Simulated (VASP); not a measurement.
# F2 in VASP: single point with r2SCAN

Aim: the single point of F2 with r2SCAN.

Program: VASP 6.6.1. These are calculated values, not measurements. Logs are shortened: lines on timing, memory, paths and dates and some standing lists are left out, and cuts for length are marked.

## Step 1: The cell of the first run

The cell holds a molecule in a box, 2 atoms: a = 15.000 Å, b = 15.500 Å, c = 16.000 Å, α = 90.00°, β = 90.00°, γ = 90.00°.

## Step 2: Single point, r2SCAN

POSCAR

```
F
1.0
   15.0000000000      0.0000000000      0.0000000000
    0.0000000000     15.5000000000      0.0000000000
    0.0000000000      0.0000000000     16.0000000000
F
2
Direct
    0.4605294331      0.4990153075      0.4769295482
    0.5394705669      0.5009846925      0.5230704518
```

INCAR.step1

```
SYSTEM = F
PREC     = Accurate       ! precision mode
ENCUT    = 910            ! plane-wave cutoff, eV
ISMEAR   = 0              ! smearing method
SIGMA    = 0.005          ! smearing width, eV
LREAL    = .False.        ! projectors in reciprocal space
LASPH    = .True.         ! aspherical terms in the spheres
NELM     = 120            ! most SCF steps
ISYM     = 0            
NBANDS   = 14             ! bands
GGA      = PE             ! functional
ALGO     = Normal         ! electronic algorithm
EDIFF    = 1E-5           ! SCF threshold, eV
LWAVE    = .True.         ! write WAVECAR
LCHARG   = .False.        ! write CHGCAR
GGA_COMPAT= .False.      
NELMDL   = -8
```

INCAR.step2

```
SYSTEM = F
PREC     = Accurate       ! precision mode
ENCUT    = 910            ! plane-wave cutoff, eV
EDIFF    = 1E-6           ! SCF threshold, eV
ISMEAR   = 0              ! smearing method
SIGMA    = 0.005          ! smearing width, eV
LREAL    = .False.        ! projectors in reciprocal space
LASPH    = .True.         ! aspherical terms in the spheres
NELM     = 120            ! most SCF steps
ALGO     = Normal         ! electronic algorithm
ISIF     = 2              ! what is computed and relaxed
LWAVE    = .False.        ! write WAVECAR
LCHARG   = .False.        ! write CHGCAR
METAGGA  = R2SCAN         ! meta-GGA
LMIXTAU  = .True.       
ISYM     = 0            
NBANDS   = 14             ! bands
ISTART   = 1            
GGA_COMPAT= .False.
```

KPOINTS

```
Automatic mesh
0
Gamma
  1 1 1
  0 0 0
```

Potentials or basis: VASP PAW PBE potentials, release 64 (F_h).

Command:

```console
$ cat potpaw_PBE.64/F_h/POTCAR > POTCAR
$ cp INCAR.step1 INCAR
$ mpirun -np 1 vasp_gam > vasp.out
$ cp INCAR.step2 INCAR
$ mpirun -np 1 vasp_gam > vasp.out
```

OUTCAR:

```text
SYSTEM = F
   PREC = Accurate
   ENCUT = 910
   EDIFF = 1E-6
   ISMEAR = 0
   LREAL = .False.
   LASPH = .True.
   NELM = 120
   ISIF = 2
   METAGGA = R2SCAN
   ISYM = 0
   ISTART = 1

 ion  position               nearest neighbor table
   1  0.461  0.499  0.477-   2 1.40
   2  0.539  0.501  0.523-   1 1.40

IMPORTANT INFORMATION: All symmetrisations will be switched off!
NOSYMM: (Re-)initialisation of all symmetry stuff for point group C_1.

----------------------------------------------------------------------------------------

                                     Primitive cell

  volume of cell :    3720.0000

  direct lattice vectors                    reciprocal lattice vectors
    15.000000000  0.000000000  0.000000000     0.066666667  0.000000000  0.000000000
     0.000000000 15.500000000  0.000000000     0.000000000  0.064516129  0.000000000
     0.000000000  0.000000000 16.000000000     0.000000000  0.000000000  0.062500000

  length of vectors
    15.000000000 15.500000000 16.000000000     0.066666667  0.064516129  0.062500000

  position of ions in fractional coordinates (direct lattice)
     0.460529433  0.499015308  0.476929548
     0.539470567  0.500984692  0.523070452

  ion indices of the primitive-cell ions
   primitive index   ion index
                 1           1
                 2           2

----------------------------------------------------------------------------------------

 KPOINTS: Automatic mesh

Automatic generation of k-mesh.
 Grid dimensions read from file:
 generate k-points for:    1    1    1

 Generating k-lattice:

  Cartesian coordinates                     Fractional coordinates (reciprocal lattice)
     0.066666667  0.000000000  0.000000000     1.000000000  0.000000000  0.000000000
     0.000000000  0.064516129  0.000000000     0.000000000  1.000000000  0.000000000
     0.000000000  0.000000000  0.062500000     0.000000000  0.000000000  1.000000000

  Length of vectors
     0.066666667  0.064516129  0.062500000

  Shift w.r.t. Gamma in fractional coordinates (k-lattice)
     0.000000000  0.000000000  0.000000000

 Subroutine IBZKPT returns following result:
 ===========================================

 Found      1 irreducible k-points:

 Following reciprocal coordinates:
            Coordinates               Weight
  0.000000  0.000000  0.000000      1.000000
   k-points           NKPTS =      1   k-points in BZ     NKDIM =      1   number of bands    NBANDS=     14
   number of dos      NEDOS =    301   number of ions     NIONS =      2
   total plane-waves  NPLWV = ******
   dimension x,y,z NGX =   150 NGY =  160 NGZ =  160
   dimension x,y,z NGXF=   300 NGYF=  320 NGZF=  320
   ions per type =               2
   NGX,Y,Z   is equivalent  to a cutoff of  16.62, 17.16, 16.62 a.u.
   NGXF,Y,Z  is equivalent  to a cutoff of  33.25, 34.32, 33.25 a.u.
 SYSTEM =  F
   PREC   = accura    normal or accurate (medium, high low for compatibility)
   ISTART =      1    job   : 0-new  1-cont  2-samecut
   ICHARG =      0    charge: 1-file 2-atom 10-const
   ISPIN  =      1    spin polarized calculation?
   LNONCOLLINEAR =      F non collinear calculations
   LSORBIT =      F    spin-orbit coupling
   LASPH  =      T    aspherical Exc in radial PAW
   ENCUT  =  910.0 eV  66.88 Ry    8.18 a.u.  36.90 38.12 39.35*2*pi/ulx,y,z
   NELM   =    120;   NELMIN=  2; NELMDL=  0     # of ELM steps
   EDIFF  = 0.1E-05   stopping-criterion for ELM
   LREAL  =      F    real-space projection
   EDIFFG = 0.1E-04   stopping-criterion for IOM
   NSW    =      0    number of steps for IOM
   IBRION =     -1    ionic relax: 0-MD 1-quasi-New 2-CG
   NFREE  =      0    steps in history (QN), initial steepest desc. (CG)
   ISIF   =      2    stress and relaxation
   ISYM   =      0    0-nonsym 1-usesym 2-fastsym
   POTIM  = 0.5000    time-step for ionic-motion
   TEBEG  =    0.0;   TEEND  =   0.0 temperature during run
   PSTRESS=    0.0 pullay stress
   NELECT =      14.0000    total number of electrons
   NUPDOWN=      -1.0000    fix difference up-down
   EMIN   =  10.00;   EMAX   =-10.00  energy-range for DOS
   EFERMI =   0.00;   METHOD = LEGACY
   ISMEAR =     0;   SIGMA  =   0.01  broadening in eV -4-tet -1-fermi 0-gaus
   EFERMI_NEDOS =   21; number of points for ismear=-14 and -15
   IALGO  =     38    algorithm
   IMIX   =      4    mixing-type and parameters
     AMIX     =   0.40;   BMIX     =  1.00
     AMIX_MAG =   1.60;   BMIX_MAG =  1.00
  volume/ion in A,a.u.               =    1860.00     12551.90
  Fermi-wavevector in a.u.,A,eV,Ry     =   0.254646  0.481211  0.882263  0.064844
  Thomas-Fermi vector in A             =   1.076024
   LORBIT       =      0    0 simple, 1 ext, 2 COOP (PROOUT), +10 PAW based schemes
   METAGGA = R2SCAN    functional components
   LHFCALC =     F    Hartree Fock is set to
   AEXX    =    0.0000 exact exchange contribution
   IVDW    =     0    specifies the selected vdW correction
   LEPSILON=     F    determine dielectric tensor
   LRPA    =     F    only Hartree local field effects (RPA)
 non-spin polarized calculation
 Gauss-broadening in eV      SIGMA  =   0.01
  energy-cutoff  :      910.00
  volume of cell :     3720.00
 maximum number of plane-waves:    115862
 NGX is ok and might be reduce to   150
   NGX = 73   NGY = 77   NGZ = 79

 number of electron      14.0000003 magnetization

 Free energy of the ion-electron system (eV)
  ---------------------------------------------------
  ext. energy  EPLUGINS =         0.00000000
  ---------------------------------------------------
  free energy    TOTEN  =        -6.22910025 eV

  energy without entropy =       -6.22910025  energy(sigma->0) =       -6.22910025

 E-fermi :  -9.7594     XC(G=0):  -0.0924

 val. band max:       -9.8656948899   @ k =   0.0000   0.0000   0.0000
 cond. band min:      -5.1306285180   @ k =   0.0000   0.0000   0.0000
 fundamental gap:      4.7350663719
 Fermi energy:        -9.7594075596

 k-point     1 :       0.0000    0.0000    0.0000
  band No.  band energies     occupation
      1     -35.7958      2.00000
      2     -29.0773      2.00000
      3     -15.7753      2.00000
      4     -13.4912      2.00000
      5     -13.4912      2.00000
      6      -9.8657      2.00000
      7      -9.8657      2.00000
      8      -5.1306      0.00000
      9       0.0109      0.00000
     10       0.5720      0.00000
     11       0.6099      0.00000
     12       0.6465      0.00000
     13       0.6483      0.00000
     14       0.6910      0.00000

------------------------ aborting loop because EDIFF is reached ----------------------------------------

  FORCE on cell =-STRESS in cart. coord.  units (eV):
  Direction    XX          YY          ZZ          XY          YZ          ZX
  --------------------------------------------------------------------------------------
  -------------------------------------------------------------------------------------
  Total       -0.0298256     -0.1941609     -0.1301854      0.0038875      0.0031172      0.1019696
  in kB       -0.0128457     -0.0836237     -0.0560699      0.0016743      0.0013426      0.0439176
  external PRESSURE =      -0.0508464 kB  Pullay stress =       0.0000000 kB

 VOLUME and BASIS-vectors are now :
 -----------------------------------------------------------------------------
  energy-cutoff  :      910.00
  volume of cell :     3720.00
      direct lattice vectors                 reciprocal lattice vectors
    15.000000000  0.000000000  0.000000000     0.066666667  0.000000000  0.000000000
     0.000000000 15.500000000  0.000000000     0.000000000  0.064516129  0.000000000
     0.000000000  0.000000000 16.000000000     0.000000000  0.000000000  0.062500000

 POSITION                                       TOTAL-FORCE (eV/Angst)
 -----------------------------------------------------------------------------------
      6.90794      7.73474      7.63087        -0.102406     -0.007848     -0.062034
      8.09206      7.76526      8.36913         0.102406      0.007848      0.062034
 -----------------------------------------------------------------------------------
    total drift:                               -0.000006     -0.000001      0.000001

  FREE ENERGIE OF THE ION-ELECTRON SYSTEM (eV)
  ---------------------------------------------------
  free  energy   TOTEN  =        -6.2291002518 eV

  energy  without entropy=       -6.2291002518  energy(sigma->0) =       -6.22910025
```

OSZICAR.step1:

```text
N       E                     dE             d eps       ncg     rms          rms(c)
DAV:   1     0.193487218103E+03    0.19349E+03   -0.31916E+03    36   0.749E+02
DAV:   2     0.108009908438E+03   -0.85477E+02   -0.84415E+02    50   0.850E+01
DAV:   3     0.286020475789E+02   -0.79408E+02   -0.75273E+02    48   0.958E+01
DAV:   4    -0.355138432549E+00   -0.28957E+02   -0.27527E+02    48   0.650E+01
DAV:   5    -0.439862871172E+01   -0.40435E+01   -0.39576E+01    36   0.217E+01
DAV:   6    -0.448330445964E+01   -0.84676E-01   -0.84639E-01    42   0.300E+00
DAV:   7    -0.448486910787E+01   -0.15646E-02   -0.15646E-02    44   0.360E-01
DAV:   8    -0.448487476290E+01   -0.56550E-05   -0.56556E-05    48   0.293E-02    0.963E+00
DAV:   9    -0.387081999729E+01    0.61405E+00   -0.37816E-01    28   0.552E+00    0.550E+00
DAV:  10    -0.368792625546E+01    0.18289E+00   -0.45918E-01    34   0.614E+00    0.569E-01
DAV:  11    -0.368665171258E+01    0.12745E-02   -0.71222E-02    40   0.204E+00    0.101E-01
DAV:  12    -0.368702595460E+01   -0.37424E-03   -0.13470E-03    44   0.311E-01    0.587E-02
DAV:  13    -0.368756756060E+01   -0.54161E-03   -0.18049E-04    50   0.911E-02    0.213E-02
DAV:  14    -0.368782809994E+01   -0.26054E-03   -0.48839E-05    42   0.518E-02    0.863E-03
DAV:  15    -0.368793868692E+01   -0.11059E-03   -0.66634E-06    42   0.196E-02    0.356E-03
DAV:  16    -0.368821550411E+01   -0.27682E-03   -0.22499E-05    42   0.218E-02    0.328E-03
DAV:  17    -0.368830025984E+01   -0.84756E-04   -0.49302E-06    42   0.943E-03    0.146E-03
DAV:  18    -0.368837699797E+01   -0.76738E-04   -0.24991E-06    42   0.741E-03    0.120E-03
DAV:  19    -0.368838192200E+01   -0.49240E-05   -0.75888E-08    32   0.208E-03
   1 F= -.36883819E+01 E0= -.36883819E+01  d E =-.760701-130
```

Wall time 18 min (1 thread of Intel Xeon 6975P-C (Granite Rapids), shared host); peak memory 6.4 GiB.

What came out:

```
Free energy                     : -6.2291 eV
Largest force                   : 0.120 eV/Å
Gap between the frontier levels : 4.74 eV
```

Forces in eV/Å, atoms in the order of the input:
```
F   -0.102 -0.008 -0.062
F    0.102  0.008  0.062
```

Levels at points of the mesh, in eV from the valence-band top:
| k point | band 4 | band 5 | band 6 | band 7 | band 8 | band 9 | band 10 | band 11 |
| --- | --- | --- | --- | --- | --- | --- | --- | --- |
| (0.00, 0.00, 0.00) | -3.63 | -3.63 | 0.00 | 0.00 | 4.74 | 9.88 | 10.44 | 10.48 |

Caveat: the cutoff is under 1.25 times the usual one of these potentials, so pressure, stress and relaxed cells hold a basis-set (Pulay) error; the PAW data sets were made with another functional, which shifts forces and pressure a little.
